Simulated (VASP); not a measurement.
# NbH2 (I4mm) in VASP: notebook

The runs below take NbH2 through single point, with PBEsol.

Program: VASP 6.6.1. These are calculated values, not measurements. Logs are shortened: lines on timing, memory, paths and dates and some standing lists are left out, and cuts for length are marked.

**1. The cell of the first run**

Symmetry: I4mm, No. 107, tetragonal system. Conventional cell: a = 3.227 Å, b = 3.227 Å, c = 4.563 Å, α = 90.00°, β = 90.00°, γ = 90.00°. Nb (site symmetry 4mm) has 8 H at 1.87 to 2.10 Å within 2.5 Å. H (site symmetry 2mm) has 4 Nb at 1.87 to 2.10 Å and 6 H at 2.28 Å within 2.5 Å.

**2. Single point, PBEsol**

Input file INCAR:

```
SYSTEM = NbH2
PREC = Accurate ; ENCUT = 520
EDIFF = 1E-6 ; ISMEAR = 0
SIGMA = 0.15 ; LREAL = .FALSE.
LASPH = .TRUE. ; NELM = 60
ALGO = Normal ; ISIF = 2
LWAVE = .FALSE. ; LCHARG = .FALSE.
GGA = PS ; NBANDS = 14
```

Input file KPOINTS:

```
Automatic mesh
0
G
  18 18 18
  0 0 0
```

Input file POSCAR:

```
NbH2
1.0
    0.0000000000      2.2815000000      2.2815000000
    2.2815000000      0.0000000000      2.2815000000
    2.2815000000      2.2815000000      0.0000000000
Nb H
1 2
Direct
    0.0000000000      0.0000000000      0.0000000000
    0.2938308131      0.2938308131      0.2061691869
    0.7938308131      0.7938308131      0.7061691869
```

Potentials or basis: VASP PAW PBE potentials, release 64 (Nb_sv, H).

The run is started by

```
$ cat potpaw_PBE.64/Nb_sv/POTCAR potpaw_PBE.64/H/POTCAR > POTCAR
$ mpirun -np 1 vasp_std > vasp.out
```

OUTCAR:

```text
SYSTEM = NbH2
   PREC = Accurate
   ENCUT = 520
   EDIFF = 1E-6
   ISMEAR = 0
   LREAL = .FALSE.
   LASPH = .TRUE.
   NELM = 60
   ISIF = 2
   GGA = PS

 ion  position               nearest neighbor table
   1  0.000  0.000  0.000-   3 1.87   2 1.87   2 1.87   3 1.87
   2  0.294  0.294  0.206-   1 1.87   1 1.87
   3  0.794  0.794  0.706-   1 1.87   1 1.87

  LATTYP: Found a face centered cubic cell.
 ALAT       =     4.5630000000

  Lattice vectors:

 A1 = (   0.0000000000,   2.2815000000,   2.2815000000)
 A2 = (   2.2815000000,   0.0000000000,   2.2815000000)
 A3 = (   2.2815000000,   2.2815000000,   0.0000000000)

Analysis of symmetry for initial positions (statically):
=====================================================================
 Subroutine PRICEL returns:
 Original cell was already a primitive cell.

 Routine SETGRP: Setting up the symmetry group for a
 face centered cubic supercell.

 Subroutine GETGRP returns: Found  8 space group operations
 (whereof  8 operations were pure point group operations)
 out of a pool of 48 trial point group operations.

The static configuration has the point symmetry C_4v.

Analysis of symmetry for dynamics (positions and initial velocities):
=====================================================================
 Subroutine PRICEL returns:
 Original cell was already a primitive cell.

 Routine SETGRP: Setting up the symmetry group for a
 face centered cubic supercell.

 Subroutine GETGRP returns: Found  8 space group operations
 (whereof  8 operations were pure point group operations)
 out of a pool of 48 trial point group operations.

The dynamic configuration has the point symmetry C_4v.

 Subroutine INISYM returns: Found  8 space group operations
 (whereof  8 operations are pure point group operations),
 and found     1 'primitive' translations

----------------------------------------------------------------------------------------

                                     Primitive cell

  volume of cell :      23.7515

  direct lattice vectors                    reciprocal lattice vectors
     0.000000000  2.281500000  2.281500000    -0.219154065  0.219154065  0.219154065
     2.281500000  0.000000000  2.281500000     0.219154065 -0.219154065  0.219154065
     2.281500000  2.281500000  0.000000000     0.219154065  0.219154065 -0.219154065

  length of vectors
     3.226528243  3.226528243  3.226528243     0.379585976  0.379585976  0.379585976

  position of ions in fractional coordinates (direct lattice)
     0.000000000  0.000000000  0.000000000
     0.293830813  0.293830813  0.206169187
     0.793830813  0.793830813  0.706169187

  ion indices of the primitive-cell ions
   primitive index   ion index
                 1           1
                 2           2
                 3           3

----------------------------------------------------------------------------------------

 KPOINTS: Automatic mesh

Automatic generation of k-mesh.
 Grid dimensions read from file:
 generate k-points for:   18   18   18

 Generating k-lattice:

  Cartesian coordinates                     Fractional coordinates (reciprocal lattice)
    -0.012175226  0.012175226  0.012175226     0.055555556  0.000000000  0.000000000
     0.012175226 -0.012175226  0.012175226     0.000000000  0.055555556  0.000000000
     0.012175226  0.012175226 -0.012175226     0.000000000  0.000000000  0.055555556

  Length of vectors
     0.021088110  0.021088110  0.021088110

  Shift w.r.t. Gamma in fractional coordinates (k-lattice)
     0.000000000  0.000000000  0.000000000

 Subroutine IBZKPT returns following result:
 ===========================================

 Found    480 irreducible k-points:

 Following reciprocal coordinates:
            Coordinates               Weight
  0.000000  0.000000  0.000000      1.000000
  0.055556  0.000000  0.000000      8.000000
  0.111111  0.000000  0.000000      8.000000
  0.166667  0.000000  0.000000      8.000000
  0.222222  0.000000  0.000000      8.000000
  0.277778  0.000000  0.000000      8.000000
[... 16 lines left out ...]
  0.388889  0.055556  0.000000      8.000000
  0.000000  0.388889  0.055556     16.000000
 [... further k-points ...]
   k-points           NKPTS =    480   k-points in BZ     NKDIM =    480   number of bands    NBANDS=     14
   number of dos      NEDOS =    301   number of ions     NIONS =      3
   total plane-waves  NPLWV =  13824
   dimension x,y,z NGX =    24 NGY =   24 NGZ =   24
   dimension x,y,z NGXF=    48 NGYF=   48 NGZF=   48
   ions per type =               1   2
   NGX,Y,Z   is equivalent  to a cutoff of  12.37, 12.37, 12.37 a.u.
   NGXF,Y,Z  is equivalent  to a cutoff of  24.73, 24.73, 24.73 a.u.
 SYSTEM =  NbH2
   PREC   = accura    normal or accurate (medium, high low for compatibility)
   ISTART =      0    job   : 0-new  1-cont  2-samecut
   ICHARG =      2    charge: 1-file 2-atom 10-const
   ISPIN  =      1    spin polarized calculation?
[... 28 lines left out ...]
  Thomas-Fermi vector in A             =   2.527113
   LORBIT       =      0    0 simple, 1 ext, 2 COOP (PROOUT), +10 PAW based schemes
   GGA     = PS    functional components
   LHFCALC =     F    Hartree Fock is set to
   AEXX    =    0.0000 exact exchange contribution
   IVDW    =     0    specifies the selected vdW correction
   LEPSILON=     F    determine dielectric tensor
   LRPA    =     F    only Hartree local field effects (RPA)
 non-spin polarized calculation
 Gauss-broadening in eV      SIGMA  =   0.15
  energy-cutoff  :      520.00
  volume of cell :       23.75
 maximum number of plane-waves:       651
   NGX = 11   NGY = 11   NGZ = 11

 number of electron      15.0000000 magnetization

 Free energy of the ion-electron system (eV)
  ---------------------------------------------------
  ext. energy  EPLUGINS =         0.00000000
  ---------------------------------------------------
  free energy    TOTEN  =       -18.32621390 eV

  energy without entropy =      -18.31532468  energy(sigma->0) =      -18.32076929

 E-fermi :   9.7956     XC(G=0): -12.1530

 val. band max:        9.7924087640   @ k =   0.2778   0.1111  -0.3333
 cond. band min:       9.7960039759   @ k =   0.2778   0.1111  -0.3889
 fundamental gap:      0.0035952118
 Fermi energy:         9.7955698134

 k-point     1 :       0.0000    0.0000    0.0000
  band No.  band energies     occupation
      1     -45.4770      2.00000
      2     -21.2816      2.00000
      3     -21.2816      2.00000
      4     -21.2734      2.00000
      5      -0.8115      2.00000
      6       6.9638      2.00000
      7       8.5113      2.00000
      8       8.5113      2.00000
      9      10.4519      0.00000
     10      11.0488      0.00000
     11      11.0900      0.00000
     12      21.6324      0.00000
     13      23.0786      0.00000
     14      23.0786      0.00000

 k-point     2 :       0.0556    0.0000    0.0000
  band No.  band energies     occupation
      1     -45.4744      2.00000
      2     -21.3019      2.00000
      3     -21.2842      2.00000
      4     -21.2779      2.00000
      5      -0.7266      2.00000
      6       6.7096      2.00000
      7       8.4860      2.00000
      8       8.5548      2.00000
      9      10.8765      0.00000
     10      11.0126      0.00000
     11      11.0516      0.00000
     12      21.0530      0.00000
     13      23.1419      0.00000
     14      23.2470      0.00000

 k-point     3 :       0.1111    0.0000    0.0000
  band No.  band energies     occupation
      1     -45.4670      2.00000
      2     -21.3644      2.00000
      3     -21.2918      2.00000
      4     -21.2862      2.00000
      5      -0.4798      2.00000
      6       6.1273      2.00000
      7       8.5350      2.00000
      8       8.6723      2.00000
      9      10.9159      0.00000
     10      10.9615      0.00000
     11      11.8349      0.00000
     12      20.0674      0.00000
     13      23.5585      0.00000
     14      23.7340      0.00000
[... 324 lines left out ...]
 k-point    23 :       0.3889    0.0556    0.0000
  band No.  band energies     occupation
      1     -45.4033      2.00000
      2     -21.8615      2.00000
      3     -21.3650      2.00000
      4     -21.3592      2.00000
      5       1.4371      2.00000
      6       4.4211      2.00000
      7       8.6322      2.00000
      8       8.8416      2.00000
      9      11.6013      0.00000
     10      12.0965      0.00000
     11      15.2929      0.00000
     12      17.2508      0.00000
     13      20.7556      0.00000
     14      23.0232      0.00000

 k-point    24 :       0.0000    0.3889    0.0556
  band No.  band energies     occupation
      1     -45.4032      2.00000
      2     -21.8645      2.00000
      3     -21.3653      2.00000
      4     -21.3584      2.00000
      5       1.4427      2.00000
      6       4.4664      2.00000
      7       8.6362      2.00000
      8       8.8078      2.00000
      9      11.6009      0.00000
     10      12.0594      0.00000
     11      15.2874      0.00000
     12      17.2651      0.00000
     13      20.6114      0.00000
     14      23.1668      0.00000

 [... further k-points ...]
[... 5 lines left out ...]
  --------------------------------------------------------------------------------------
  -------------------------------------------------------------------------------------
  Total       -0.2758009     -0.2758009     -0.8305525      0.0000000      0.0000000     -0.0000000
  in kB      -18.6043678    -18.6043678    -56.0255660      0.0000000      0.0000000     -0.0000000
  external PRESSURE =     -31.0781005 kB  Pullay stress =       0.0000000 kB

 VOLUME and BASIS-vectors are now :
 -----------------------------------------------------------------------------
  energy-cutoff  :      520.00
  volume of cell :       23.75
      direct lattice vectors                 reciprocal lattice vectors
     0.000000000  2.281500000  2.281500000    -0.219154065  0.219154065  0.219154065
     2.281500000  0.000000000  2.281500000     0.219154065 -0.219154065  0.219154065
     2.281500000  2.281500000  0.000000000     0.219154065  0.219154065 -0.219154065

 POSITION                                       TOTAL-FORCE (eV/Angst)
 -----------------------------------------------------------------------------------
      0.00000      0.00000      0.00000         0.000000      0.000000      1.717095
      1.14075      1.14075      1.34075         0.000000      0.000000     -0.858547
      3.42225      3.42225      3.62225         0.000000      0.000000     -0.858547
 -----------------------------------------------------------------------------------
    total drift:                               -0.000000     -0.000000      0.000083

  FREE ENERGIE OF THE ION-ELECTRON SYSTEM (eV)
  ---------------------------------------------------
  free  energy   TOTEN  =       -18.3262139025 eV

  energy  without entropy=      -18.3153246829  energy(sigma->0) =      -18.32076929
```

It took 66 s on 1 thread of AMD EPYC 9R45 (Zen 5), shared host; peak memory 0.24 GiB.

Results:

```
Free energy            : -18.3262 eV
Pressure               : -3.1 GPa
Largest force          : 1.717 eV/Å
Band gap on the k mesh : zero (an odd number of electrons rules out a gap without spin polarisation)
```

Forces on the atoms (eV/Å):
```
Nb   0.000  0.000  1.717
H    0.000  0.000 -0.859
H    0.000  0.000 -0.859
```

Caveat: the cell differs from its parent crystal (all H atoms moved -0.200 Å, as atom 2 towards its neighbour atom 3 (H) at 2.281 Å); the cell stands under tension; the PAW data sets were made with another functional, which shifts forces and pressure a little; an odd number of electrons without spin polarisation forces a metal; a magnetic or distorted state may lie lower.

**3. Single point, PBEsol**

Input file INCAR:

```
PREC = Accurate
ENCUT = 520
EDIFF = 1E-7
ISMEAR = 0
SIGMA = 0.15
LREAL = F
LASPH = T
NELM = 80
ALGO = Normal
ISIF = 2
LWAVE = F
LCHARG = F
GGA = PS
NBANDS = 14
```

Input file KPOINTS:

```
Automatic mesh
0
Gamma
  18 18 18
```

Input file POSCAR:

```
NbH2
1.0
    0.0000000000      2.2815000000      2.2815000000
    2.2815000000      0.0000000000      2.2815000000
    2.2815000000      2.2815000000      0.0000000000
Nb H
1 2
Direct
    0.0000000000      0.0000000000      0.0000000000
    0.2171268902      0.2171268902      0.2828731098
    0.7171268902      0.7171268902      0.7828731098
```

Potentials or basis: VASP PAW PBE potentials, release 64 (Nb_sv, H).

The run is started by

```
$ cat potpaw_PBE.64/Nb_sv/POTCAR potpaw_PBE.64/H/POTCAR > POTCAR
$ mpirun -np 1 vasp_std > vasp.out
```

Run time: 75 s. Hardware: 1 thread of AMD EPYC 9R45 (Zen 5), shared host; peak memory 0.24 GiB.

Results (log left out):

```
Free energy            : -18.4007 eV
Pressure               : -4.2 GPa
Largest force          : 1.266 eV/Å
Band gap on the k mesh : zero (an odd number of electrons rules out a gap without spin polarisation)
```

Forces on the atoms (eV/Å):
```
Nb   0.000  0.000 -1.266
H    0.000  0.000  0.633
H    0.000  0.000  0.633
```

Stress tensor (GPa, compression positive):
```
-3.53  0.00  0.00
 0.00 -3.53  0.00
 0.00  0.00 -5.65
```

Levels at points of the mesh, in eV from the Fermi level:
| k point | band 3 | band 4 | band 5 | band 6 | band 7 | band 8 | band 9 | band 10 | band 11 | band 12 |
| --- | --- | --- | --- | --- | --- | --- | --- | --- | --- | --- |
| (0.00, 0.00, 0.00) | -31.09 | -31.09 | -10.64 | -2.45 | -1.32 | -1.32 | 0.17 | 1.26 | 1.28 | 11.98 |
| (0.50, 0.00, 0.00) | -31.18 | -31.18 | -8.31 | -4.93 | -1.19 | -1.18 | 2.63 | 2.65 | 5.11 | 6.24 |
| (0.50, 0.50, 0.00) | -31.32 | -31.32 | -7.53 | -5.43 | -3.80 | 2.83 | 2.90 | 2.90 | 7.12 | 7.12 |
| (0.00, 0.50, 0.50) | -31.33 | -31.31 | -7.39 | -4.94 | -4.33 | 2.83 | 2.86 | 2.91 | 6.52 | 7.14 |

Caveat: the cell differs from its parent crystal (all H atoms moved +0.150 Å, as atom 2 towards its neighbour atom 3 (H) at 2.281 Å); the cell stands under tension; the PAW data sets were made with another functional, which shifts forces and pressure a little; an odd number of electrons without spin polarisation forces a metal; a magnetic or distorted state may lie lower.

**4. Single point, PBEsol**

Input file INCAR:

```
SYSTEM = NbH2
ALGO = Normal
EDIFF = 1E-6
ENCUT = 520
GGA = PS
ISIF = 2
ISMEAR = 0
LASPH = .True.
LCHARG = .False.
LREAL = .False.
LWAVE = .False.
NBANDS = 14
NELM = 60
PREC = Accurate
SIGMA = 0.15
```

Input file KPOINTS:

```
k-points
0
Gamma
  18 18 18
  0 0 0
```

Input file POSCAR:

```
NbH2
1.0
    0.0000000000      2.2815000000      2.2815000000
    2.2815000000      0.0000000000      2.2815000000
    2.2815000000      2.2815000000      0.0000000000
Nb H
1 2
Direct
    0.0000000000      0.0000000000      0.0000000000
    0.2116480386      0.2116480386      0.2883519614
    0.7116480386      0.7116480386      0.7883519614
```

The run is started by

```
$ cat potpaw_PBE.64/Nb_sv/POTCAR potpaw_PBE.64/H/POTCAR > POTCAR
$ mpirun -np 1 vasp_std > vasp.out
```

Run time: 67 s. Hardware: 1 thread of AMD EPYC 9R45 (Zen 5), shared host; peak memory 0.24 GiB.

Results (log left out):

```
Free energy            : -18.3663 eV
Pressure               : -3.7 GPa
Largest force          : 1.490 eV/Å
Band gap on the k mesh : zero (an odd number of electrons rules out a gap without spin polarisation)
```

Forces on the atoms (eV/Å):
```
Nb   0.000  0.000 -1.490
H    0.000  0.000  0.745
H    0.000  0.000  0.745
```

Stress tensor (GPa, compression positive):
```
-2.77  0.00  0.00
 0.00 -2.77  0.00
 0.00  0.00 -5.64
```

Levels at points of the mesh, in eV from the Fermi level:
| k point | band 5 | band 6 | band 7 | band 8 | band 9 | band 10 |
| --- | --- | --- | --- | --- | --- | --- |
| (0.00, 0.00, 0.00) | -10.62 | -2.64 | -1.30 | -1.30 | 0.41 | 1.26 |
| (0.50, 0.00, 0.00) | -8.30 | -4.94 | -1.18 | -1.16 | 2.63 | 2.66 |
| (0.50, 0.50, 0.00) | -7.55 | -5.52 | -3.67 | 2.83 | 2.90 | 2.90 |
| (0.00, 0.50, 0.50) | -7.35 | -4.93 | -4.33 | 2.83 | 2.86 | 2.92 |

Caveat: the cell differs from its parent crystal (all H atoms moved +0.175 Å, as atom 2 towards its neighbour atom 3 (H) at 2.281 Å); the cell stands under tension; the PAW data sets were made with another functional, which shifts forces and pressure a little; an odd number of electrons without spin polarisation forces a metal; a magnetic or distorted state may lie lower.

**5. Single point, PBEsol**

Input file INCAR:

```
SYSTEM = NbH2
  PREC = Accurate
  ENCUT = 520
  EDIFF = 1E-7
  ISMEAR = 0
  SIGMA = 0.15
  LREAL = .False.
  LASPH = .True.
  NELM = 60
  ALGO = Normal
  ISIF = 2
  LWAVE = .False.
  LCHARG = .False.
  GGA = PS
  NBANDS = 14
```

Input file KPOINTS:

```
Automatic mesh
0
Gamma
  18 18 18
  0 0 0
```

Input file POSCAR:

```
NbH2
1.0
    0.0000000000      2.2815000000      2.2815000000
    2.2815000000      0.0000000000      2.2815000000
    2.2815000000      2.2815000000      0.0000000000
Nb H
1 2
Direct
    0.0000000000      0.0000000000      0.0000000000
    0.2226057418      0.2226057418      0.2773942582
    0.7226057418      0.7226057418      0.7773942582
```

The run is started by

```
$ cat potpaw_PBE.64/Nb_sv/POTCAR potpaw_PBE.64/H/POTCAR > POTCAR
$ mpirun -np 1 vasp_std > vasp.out
```

Wall time 77 s (1 thread of AMD EPYC 9R45 (Zen 5), shared host); peak memory 0.24 GiB.

The run converged. Its results:

| Item | Value |
| --- | --- |
| Free energy | -18.4296 eV |
| Pressure | -4.7 GPa |
| Largest force | 1.047 eV/Å |
| Band gap on the k mesh | zero (an odd number of electrons rules out a gap without spin polarisation) |

Forces in eV/Å, atoms in the order of the input:
```
Nb   0.000  0.000 -1.047
H    0.000  0.000  0.523
H    0.000  0.000  0.523
```

Stress tensor (GPa, compression positive):
```
-4.21  0.00  0.00
 0.00 -4.21  0.00
 0.00  0.00 -5.68
```

Levels at points of the mesh, in eV from the Fermi level:
```csv
k point,band 4,band 5,band 6,band 7,band 8,band 9,band 10,band 11
"(0.00, 0.00, 0.00)",-31.09,-10.65,-2.26,-1.33,-1.33,-0.07,1.26,1.28
"(0.50, 0.00, 0.00)",-31.18,-8.33,-4.93,-1.19,-1.19,2.63,2.65,5.10
"(0.50, 0.50, 0.00)",-31.33,-7.52,-5.33,-3.93,2.82,2.89,2.89,7.11
"(0.00, 0.50, 0.50)",-31.32,-7.42,-4.96,-4.34,2.83,2.86,2.90,6.67
```

Caveat: the cell differs from its parent crystal (all H atoms moved +0.125 Å, as atom 2 towards its neighbour atom 3 (H) at 2.281 Å); the cell stands under tension; the PAW data sets were made with another functional, which shifts forces and pressure a little; an odd number of electrons without spin polarisation forces a metal; a magnetic or distorted state may lie lower.

**6. The runs side by side**

```tsv
cell	gap on the mesh (eV)	pressure (GPa)	largest force (eV/Å)
as given, atomic positions A	none	-3.1	1.72
as given, atomic positions B	none	-4.2	1.27
as given, atomic positions C	none	-3.7	1.49
as given, atomic positions D	none	-4.7	1.05
```

Alike in all rows: task single point; level PBEsol; potentials or basis VASP PAW PBE potentials, release 64 (Nb_sv, H); no spin polarisation; k mesh 18 × 18 × 18; cutoff (eV) 520; smearing gaussian 0.15 eV.

Caveats: the cell stands under tension; the PAW data sets were made with another functional, which shifts forces and pressure a little; an odd number of electrons without spin polarisation forces a metal; a magnetic or distorted state may lie lower.

Absolute energies hang on the potentials; compare differences alone.

The gap in the log of VASP goes by the Fermi energy; the results here count the filled bands.